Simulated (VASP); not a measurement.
# MgS (Niningerite) in VASP: settings compared, part 2 of 2

VASP 6.6.1. Earlier steps stand in the parts before.

## 5. Single point, PBEsol (atoms moved at random)

INCAR reads:

```
SYSTEM = MgS
PREC = Accurate
ENCUT = 520
EDIFF = 1E-6
ISMEAR = -1
SIGMA = 0.05
LREAL = .FALSE.
LASPH = .TRUE.
NELM = 80
ALGO = Normal
ISIF = 2
LWAVE = .FALSE.
LCHARG = .TRUE.
GGA = PS
LELF = .TRUE.
LVHAR = .TRUE.
NBANDS = 11
```

KPOINTS reads:

```
Automatic mesh
0
G
  9 9 9
  0 0 0
```

POSCAR reads:

```
MgS
1.0
    0.0000000000      2.6016500000      2.6016500000
    2.6016500000      0.0000000000      2.6016500000
    2.6016500000      2.6016500000      0.0000000000
S Mg
1 1
Direct
    0.4992310000      0.5036530000      0.5096220000
    0.0147500000     -0.0082040000     -0.0116660000
```

Potentials or basis: VASP PAW PBE potentials, release 64 (S, Mg).

Started as:

```bash
> cat potpaw_PBE.64/S/POTCAR potpaw_PBE.64/Mg/POTCAR > POTCAR
> mpirun -np 1 vasp_std > vasp.out
```

OUTCAR:

```text
SYSTEM = MgS
   PREC = Accurate
   ENCUT = 520
   EDIFF = 1E-6
   ISMEAR = -1
   LREAL = .FALSE.
   LASPH = .TRUE.
   NELM = 80
   ISIF = 2
   GGA = PS

 ion  position               nearest neighbor table
   1  0.499  0.504  0.510-   2 2.52   2 2.59   2 2.59   2 2.61   2 2.62   2 2.69
   2  0.015  0.992  0.988-   1 2.52   1 2.59   1 2.59   1 2.61   1 2.62   1 2.69

  LATTYP: Found a face centered cubic cell.
 ALAT       =     5.2033000000

  Lattice vectors:

 A1 = (   0.0000000000,   2.6016500000,   2.6016500000)
 A2 = (   2.6016500000,   0.0000000000,   2.6016500000)
 A3 = (   2.6016500000,   2.6016500000,   0.0000000000)

Analysis of symmetry for initial positions (statically):
[... 5 lines left out ...]
 face centered cubic supercell.

 Subroutine GETGRP returns: Found  1 space group operations
 (whereof  1 operations were pure point group operations)
 out of a pool of 48 trial point group operations.

The static configuration has the point symmetry C_1 .

Analysis of symmetry for dynamics (positions and initial velocities):
[... 5 lines left out ...]
 face centered cubic supercell.

 Subroutine GETGRP returns: Found  1 space group operations
 (whereof  1 operations were pure point group operations)
[... 151 lines left out ...]
 val. band max:        3.6743844175   @ k =   0.0000   0.0000   0.0000
 cond. band min:       6.5096738780   @ k =   0.4444   0.4444   0.0000
 fundamental gap:      2.8352894605
 Fermi energy:         4.6511503665

 k-point     1 :       0.0000    0.0000    0.0000
  band No.  band energies     occupation
      1      -9.0105      2.00000
      2       3.6608      2.00000
      3       3.6735      2.00000
      4       3.6744      2.00000
      5       7.2652      0.00000
      6      11.5251      0.00000
      7      11.5252      0.00000
      8      11.5378      0.00000
      9      13.9917      0.00000
     10      14.0115      0.00000
     11      15.9559      0.00000
[... 309 lines left out ...]
 k-point    24 :       0.1111    0.1111   -0.1111
  band No.  band energies     occupation
      1      -8.5856      2.00000
      2       1.6391      2.00000
      3       3.1454      2.00000
      4       3.2264      2.00000
      5       8.9585      0.00000
      6      10.4286      0.00000
      7      11.2644      0.00000
      8      12.3408      0.00000
      9      13.0416      0.00000
     10      14.3867      0.00000
     11      16.7973      0.00000

 [... further k-points ...]
[... 5 lines left out ...]
  --------------------------------------------------------------------------------------
  -------------------------------------------------------------------------------------
  Total       -0.0652758     -0.2599145     -0.2634583     -0.0042828      0.0004629      0.0026769
  in kB       -2.9695203    -11.8240024    -11.9852173     -0.1948318      0.0210564      0.1217750
  external PRESSURE =      -8.9262467 kB  Pullay stress =       0.0000000 kB

 VOLUME and BASIS-vectors are now :
 -----------------------------------------------------------------------------
  energy-cutoff  :      520.00
  volume of cell :       35.22
      direct lattice vectors                 reciprocal lattice vectors
     0.000000000  2.601650000  2.601650000    -0.192185728  0.192185728  0.192185728
     2.601650000  0.000000000  2.601650000     0.192185728 -0.192185728  0.192185728
     2.601650000  2.601650000  0.000000000     0.192185728  0.192185728 -0.192185728

 POSITION                                       TOTAL-FORCE (eV/Angst)
 -----------------------------------------------------------------------------------
      2.63619      2.62468      2.60915        -0.251508     -0.041083      0.026024
      5.15161      2.60967      2.61868         0.251508      0.041083     -0.026024
 -----------------------------------------------------------------------------------
    total drift:                                0.000102     -0.000028     -0.000025

  FREE ENERGIE OF THE ION-ELECTRON SYSTEM (eV)
  ---------------------------------------------------
  free  energy   TOTEN  =        -9.0624718825 eV

  energy  without entropy=       -9.0624718825  energy(sigma->0) =       -9.06247188
```

Run time: 2.1 min. Hardware: 1 thread of AMD EPYC 7R43 (Zen 3), shared host; peak memory 0.23 GiB.

What came out:

```yaml
Free_energy: -9.0625 eV
Pressure: -0.9 GPa
Largest_force: 0.256 eV/Å
Band_gap_on_the_k_mesh: 2.84 eV, indirect (least direct gap 3.59 eV)
```

Forces in eV/Å, atoms in the order of the input:
```
S   -0.252 -0.041  0.026
Mg   0.252  0.041 -0.026
```

Levels at points of the mesh, in eV from the valence-band top:
```
           k point  band 1  band 2  band 3  band 4  band 5  band 6  band 7  band 8  band 9
(0.00, 0.00, 0.00)  -12.68   -0.01    0.00    0.00    3.59    7.85    7.85    7.86   10.32
```

Caveat: the cell differs from its parent crystal (atoms moved at random); the PAW data sets were made with another functional, which shifts forces and pressure a little.

## 6. Summary

| task | level | cell | cutoff (eV) | gap on the mesh (eV) | pressure (GPa) | relaxed volume (Å³/atom) |
| --- | --- | --- | --- | --- | --- | --- |
| relaxation of cell and atoms | PBEsol+D4 | relaxed | 600 | 2.90 | 0.0 | 17.04 |
| relaxation of cell and atoms | RPBE+D3(BJ) | relaxed | 600 | 3.40 | 0.0 | 14.80 |
| relaxation of cell and atoms | RPBE+D4 | relaxed | 600 | 3.12 | 0.0 | 16.96 |
| single point | PBEsol | as given | 520 | 2.84 | -0.9 | - |

Alike in all rows: potentials or basis VASP PAW PBE potentials, release 64 (S, Mg); no spin polarisation; k mesh 9 × 9 × 9; smearing fermi-dirac 0.05 eV.

Caveats: the PAW data sets were made with another functional, which shifts forces and pressure a little; the volume moved by over 15 % at a fixed basis, so the end points are rough (some runs); the volume moved by -16 % from the deposited cell, more than functionals usually miss (some runs).

Total energies depend on the potentials used, so only differences within one code and one set of settings carry meaning.
